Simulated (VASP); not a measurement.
# GaN in VASP: further runs

The runs below take GaN through single point, with r2SCAN.

Everything below comes from runs of VASP 6.6.1. Logs are shortened: lines on timing, memory, paths and dates and some standing lists are left out, and cuts for length are marked.

## Step 1: The cell of the first run

It takes space group Fm-3m (No. 225, cubic). The conventional cell has a = 4.217 Å, b = 4.217 Å, c = 4.217 Å, α = 90.00°, β = 90.00°, γ = 90.00°. Ga (site symmetry m-3m) has 6 N at 2.11 Å within 2.8 Å. N (site symmetry m-3m) has 6 Ga at 2.11 Å within 2.8 Å.

## Step 2: Single point, r2SCAN

The input, POSCAR:

```
GaN
1.0
    0.0000000000      2.1085152370      2.1085152370
    2.1085152370      0.0000000000      2.1085152370
    2.1085152370      2.1085152370      0.0000000000
Ga N
1 1
Direct
    0.0000000000      0.0000000000      0.0000000000
    0.5000000000      0.5000000000      0.5000000000
```

The input, INCAR.step1:

```
  ALGO = Normal
  EDIFF = 1E-5
  ENCUT = 910
  GGA = PE
  GGA_COMPAT = False
  ISMEAR = 0
  LASPH = True
  LCHARG = False
  LREAL = False
  LWAVE = True
  NBANDS = 16
  NELM = 120
  PREC = Accurate
  SIGMA = 0.01
```

The input, INCAR.step2:

```
  ALGO = Normal
  EDIFF = 1E-6
  ENCUT = 910
  GGA_COMPAT = False
  ISIF = 2
  ISMEAR = 0
  ISTART = 1
  LASPH = True
  LCHARG = True
  LELF = True
  LMIXTAU = True
  LREAL = False
  LVHAR = True
  LWAVE = False
  METAGGA = R2SCAN
  NBANDS = 16
  NELM = 120
  PREC = Accurate
  SIGMA = 0.01
```

The input, KPOINTS:

```
k-points
0
Gamma
  10 10 10
```

Potentials or basis: VASP PAW PBE potentials, release 64 (Ga_d, N_h).

On the command line:

```sh
$ cat potpaw_PBE.64/Ga_d/POTCAR potpaw_PBE.64/N_h/POTCAR > POTCAR
$ cp INCAR.step1 INCAR
$ mpirun -np 1 vasp_std > vasp.out
$ cp INCAR.step2 INCAR
$ mpirun -np 1 vasp_std > vasp.out
```

OUTCAR:

```text
EDIFF = 1E-6
   ENCUT = 910
   ISIF = 2
   ISMEAR = 0
   ISTART = 1
   LASPH = True
   LREAL = False
   METAGGA = R2SCAN
   NELM = 120
   PREC = Accurate

 ion  position               nearest neighbor table
   1  0.000  0.000  0.000-   2 2.11   2 2.11   2 2.11   2 2.11   2 2.11   2 2.11
   2  0.500  0.500  0.500-   1 2.11   1 2.11   1 2.11   1 2.11   1 2.11   1 2.11

  LATTYP: Found a face centered cubic cell.
 ALAT       =     4.2170304740

  Lattice vectors:

 A1 = (   0.0000000000,   2.1085152370,   2.1085152370)
 A2 = (   2.1085152370,   0.0000000000,   2.1085152370)
 A3 = (   2.1085152370,   2.1085152370,   0.0000000000)

Analysis of symmetry for initial positions (statically):
=====================================================================
 Subroutine PRICEL returns:
 Original cell was already a primitive cell.

 Routine SETGRP: Setting up the symmetry group for a
 face centered cubic supercell.

 Subroutine GETGRP returns: Found 48 space group operations
 (whereof 48 operations were pure point group operations)
 out of a pool of 48 trial point group operations.

The static configuration has the point symmetry O_h .

Analysis of symmetry for dynamics (positions and initial velocities):
=====================================================================
 Subroutine PRICEL returns:
 Original cell was already a primitive cell.

 Routine SETGRP: Setting up the symmetry group for a
 face centered cubic supercell.

 Subroutine GETGRP returns: Found 48 space group operations
 (whereof 48 operations were pure point group operations)
 out of a pool of 48 trial point group operations.

The dynamic configuration has the point symmetry O_h .

 Subroutine INISYM returns: Found 48 space group operations
 (whereof 48 operations are pure point group operations),
 and found     1 'primitive' translations

----------------------------------------------------------------------------------------

                                     Primitive cell

  volume of cell :      18.7482

  direct lattice vectors                    reciprocal lattice vectors
     0.000000000  2.108515237  2.108515237    -0.237133691  0.237133691  0.237133691
     2.108515237  0.000000000  2.108515237     0.237133691 -0.237133691  0.237133691
     2.108515237  2.108515237  0.000000000     0.237133691  0.237133691 -0.237133691

  length of vectors
     2.981890845  2.981890845  2.981890845     0.410727600  0.410727600  0.410727600

  position of ions in fractional coordinates (direct lattice)
     0.000000000  0.000000000  0.000000000
     0.500000000  0.500000000  0.500000000

  ion indices of the primitive-cell ions
   primitive index   ion index
                 1           1
                 2           2

----------------------------------------------------------------------------------------

 KPOINTS: k-points

Automatic generation of k-mesh.
 Grid dimensions read from file:
 generate k-points for:   10   10   10

 Generating k-lattice:

  Cartesian coordinates                     Fractional coordinates (reciprocal lattice)
    -0.023713369  0.023713369  0.023713369     0.100000000  0.000000000  0.000000000
     0.023713369 -0.023713369  0.023713369     0.000000000  0.100000000  0.000000000
     0.023713369  0.023713369 -0.023713369     0.000000000  0.000000000  0.100000000

  Length of vectors
     0.041072760  0.041072760  0.041072760

  Shift w.r.t. Gamma in fractional coordinates (k-lattice)
     0.000000000  0.000000000  0.000000000

 Subroutine IBZKPT returns following result:
 ===========================================

 Found     47 irreducible k-points:

 Following reciprocal coordinates:
            Coordinates               Weight
  0.000000  0.000000  0.000000      1.000000
  0.100000  0.000000  0.000000      8.000000
  0.200000  0.000000  0.000000      8.000000
  0.300000  0.000000  0.000000      8.000000
  0.400000  0.000000  0.000000      8.000000
  0.500000  0.000000  0.000000      4.000000
[... 16 lines left out ...]
  0.300000  0.300000  0.000000      6.000000
  0.400000  0.300000  0.000000     24.000000
 [... further k-points ...]
   k-points           NKPTS =     47   k-points in BZ     NKDIM =     47   number of bands    NBANDS=     16
   number of dos      NEDOS =    301   number of ions     NIONS =      2
   total plane-waves  NPLWV =  27000
   dimension x,y,z NGX =    30 NGY =   30 NGZ =   30
   dimension x,y,z NGXF=    60 NGYF=   60 NGZF=   60
   ions per type =               1   1
   NGX,Y,Z   is equivalent  to a cutoff of  16.73, 16.73, 16.73 a.u.
   NGXF,Y,Z  is equivalent  to a cutoff of  33.45, 33.45, 33.45 a.u.
 SYSTEM =  unknown system
   PREC   = accura    normal or accurate (medium, high low for compatibility)
   ISTART =      1    job   : 0-new  1-cont  2-samecut
   ICHARG =      0    charge: 1-file 2-atom 10-const
   ISPIN  =      1    spin polarized calculation?
   LNONCOLLINEAR =      F non collinear calculations
   LSORBIT =      F    spin-orbit coupling
   LASPH  =      T    aspherical Exc in radial PAW
   ENCUT  =  910.0 eV  66.88 Ry    8.18 a.u.   7.33  7.33  7.33*2*pi/ulx,y,z
   NELM   =    120;   NELMIN=  2; NELMDL=  0     # of ELM steps
   EDIFF  = 0.1E-05   stopping-criterion for ELM
   LREAL  =      F    real-space projection
   EDIFFG = 0.1E-04   stopping-criterion for IOM
   NSW    =      0    number of steps for IOM
   IBRION =     -1    ionic relax: 0-MD 1-quasi-New 2-CG
   NFREE  =      0    steps in history (QN), initial steepest desc. (CG)
   ISIF   =      2    stress and relaxation
   ISYM   =      2    0-nonsym 1-usesym 2-fastsym
   POTIM  = 0.5000    time-step for ionic-motion
   TEBEG  =    0.0;   TEEND  =   0.0 temperature during run
   PSTRESS=    0.0 pullay stress
   NELECT =      18.0000    total number of electrons
   NUPDOWN=      -1.0000    fix difference up-down
   EMIN   =  10.00;   EMAX   =-10.00  energy-range for DOS
   EFERMI =   0.00;   METHOD = LEGACY
   ISMEAR =     0;   SIGMA  =   0.01  broadening in eV -4-tet -1-fermi 0-gaus
   EFERMI_NEDOS =   21; number of points for ismear=-14 and -15
   IALGO  =     38    algorithm
   IMIX   =      4    mixing-type and parameters
     AMIX     =   0.40;   BMIX     =  1.00
     AMIX_MAG =   1.60;   BMIX_MAG =  1.00
  volume/ion in A,a.u.               =       9.37        63.26
  Fermi-wavevector in a.u.,A,eV,Ry     =   1.615024  3.051952 35.488101  2.608302
  Thomas-Fermi vector in A             =   2.709838
   LORBIT       =      0    0 simple, 1 ext, 2 COOP (PROOUT), +10 PAW based schemes
   METAGGA = R2SCAN    functional components
   LHFCALC =     F    Hartree Fock is set to
   AEXX    =    0.0000 exact exchange contribution
   IVDW    =     0    specifies the selected vdW correction
   LEPSILON=     F    determine dielectric tensor
   LRPA    =     F    only Hartree local field effects (RPA)
 non-spin polarized calculation
 Gauss-broadening in eV      SIGMA  =   0.01
  energy-cutoff  :      910.00
  volume of cell :       18.75
 maximum number of plane-waves:      1211
 NGX is ok and might be reduce to    30
   NGX = 15   NGY = 15   NGZ = 15

 number of electron      18.0000002 magnetization

 Free energy of the ion-electron system (eV)
  ---------------------------------------------------
  ext. energy  EPLUGINS =         0.00000000
  ---------------------------------------------------
  free energy    TOTEN  =       -20.97554634 eV

  energy without entropy =      -20.97554634  energy(sigma->0) =      -20.97554634

 E-fermi :   8.1944     XC(G=0): -14.2095

 val. band max:        8.0796790588   @ k =  -0.2000   0.2000   0.0000
 cond. band min:       9.2591953237   @ k =   0.5000   0.5000   0.0000
 fundamental gap:      1.1795162649
 Fermi energy:         8.1943660674

 k-point     1 :       0.0000    0.0000    0.0000
  band No.  band energies     occupation
      1     -10.0294      2.00000
      2      -6.2771      2.00000
      3      -6.2771      2.00000
      4      -6.2771      2.00000
      5      -6.2076      2.00000
      6      -6.2076      2.00000
[... 8 lines left out ...]
     15      25.1328      0.00000
     16      25.1328      0.00000

 k-point     2 :       0.1000    0.0000    0.0000
  band No.  band energies     occupation
      1      -9.8322      2.00000
      2      -6.2849      2.00000
      3      -6.2699      2.00000
      4      -6.2699      2.00000
      5      -6.2195      2.00000
      6      -6.2195      2.00000
[... 8 lines left out ...]
     15      25.0153      0.00000
     16      25.0205      0.00000

 k-point     3 :       0.2000    0.0000    0.0000
  band No.  band energies     occupation
      1      -9.2620      2.00000
      2      -6.3119      2.00000
      3      -6.3119      2.00000
      4      -6.3065      2.00000
      5      -6.1893      2.00000
      6      -6.1893      2.00000
[... 8 lines left out ...]
     15      26.0339      0.00000
     16      26.0339      0.00000

 k-point     4 :       0.3000    0.0000    0.0000
  band No.  band energies     occupation
      1      -8.4000      2.00000
      2      -6.3868      2.00000
      3      -6.3868      2.00000
      4      -6.3399      2.00000
      5      -6.1275      2.00000
      6      -6.1275      2.00000
[... 8 lines left out ...]
     15      27.9223      0.00000
     16      27.9223      0.00000
[... 324 lines left out ...]
 k-point    22 :      -0.2000    0.2000    0.0000
  band No.  band energies     occupation
      1      -8.2782      2.00000
      2      -6.3865      2.00000
      3      -6.3668      2.00000
      4      -6.3132      2.00000
      5      -6.1700      2.00000
      6      -5.9249      2.00000
[... 8 lines left out ...]
     15      28.2001      0.00000
     16      30.2930      0.00000

 k-point    23 :       0.3000    0.3000    0.0000
  band No.  band energies     occupation
      1      -8.4970      2.00000
      2      -6.3924      2.00000
      3      -6.1351      2.00000
      4      -6.1100      2.00000
      5      -6.1100      2.00000
      6      -5.7667      2.00000
[... 8 lines left out ...]
     15      33.0594      0.00000
     16      35.0689      0.00000

 k-point    24 :       0.4000    0.3000    0.0000
  band No.  band energies     occupation
      1      -8.2966      2.00000
      2      -6.4060      2.00000
      3      -6.1661      2.00000
      4      -6.0968      2.00000
      5      -6.0487      2.00000
      6      -5.1442      2.00000
[... 8 lines left out ...]
     15      33.9813      0.00000
     16      35.6365      0.00000

 [... further k-points ...]

------------------------ aborting loop because EDIFF is reached ----------------------------------------

  FORCE on cell =-STRESS in cart. coord.  units (eV):
  Direction    XX          YY          ZZ          XY          YZ          ZX
  --------------------------------------------------------------------------------------
  -------------------------------------------------------------------------------------
  Total        0.1184749      0.1184749      0.1184749      0.0000000      0.0000000     -0.0000000
  in kB       10.1245719     10.1245719     10.1245719      0.0000000      0.0000000     -0.0000000
  external PRESSURE =      10.1245719 kB  Pullay stress =       0.0000000 kB

 VOLUME and BASIS-vectors are now :
 -----------------------------------------------------------------------------
  energy-cutoff  :      910.00
  volume of cell :       18.75
      direct lattice vectors                 reciprocal lattice vectors
     0.000000000  2.108515237  2.108515237    -0.237133691  0.237133691  0.237133691
     2.108515237  0.000000000  2.108515237     0.237133691 -0.237133691  0.237133691
     2.108515237  2.108515237  0.000000000     0.237133691  0.237133691 -0.237133691

 POSITION                                       TOTAL-FORCE (eV/Angst)
 -----------------------------------------------------------------------------------
      0.00000      0.00000      0.00000        -0.000000      0.000000     -0.000000
      2.10852      2.10852      2.10852         0.000000     -0.000000      0.000000
 -----------------------------------------------------------------------------------
    total drift:                               -0.000000      0.000000      0.000000

  FREE ENERGIE OF THE ION-ELECTRON SYSTEM (eV)
  ---------------------------------------------------
  free  energy   TOTEN  =       -20.9755463366 eV

  energy  without entropy=      -20.9755463366  energy(sigma->0) =      -20.97554634
```

Run time: 1.8 min. Hardware: 1 thread of Intel Xeon Platinum 8488C (Sapphire Rapids), shared host; peak memory 0.19 GiB.

What came out:

```
Free energy            : -20.9755 eV
Pressure               : 1.0 GPa
Band gap on the k mesh : 1.18 eV (least direct gap 3.40 eV)
```

Caveat: the cutoff is under 1.25 times the usual one of these potentials, so pressure, stress and relaxed cells hold a basis-set (Pulay) error; the PAW data sets were made with another functional, which shifts forces and pressure a little. A k mesh can miss the band edges.

(Continued in part 2 of 2.)
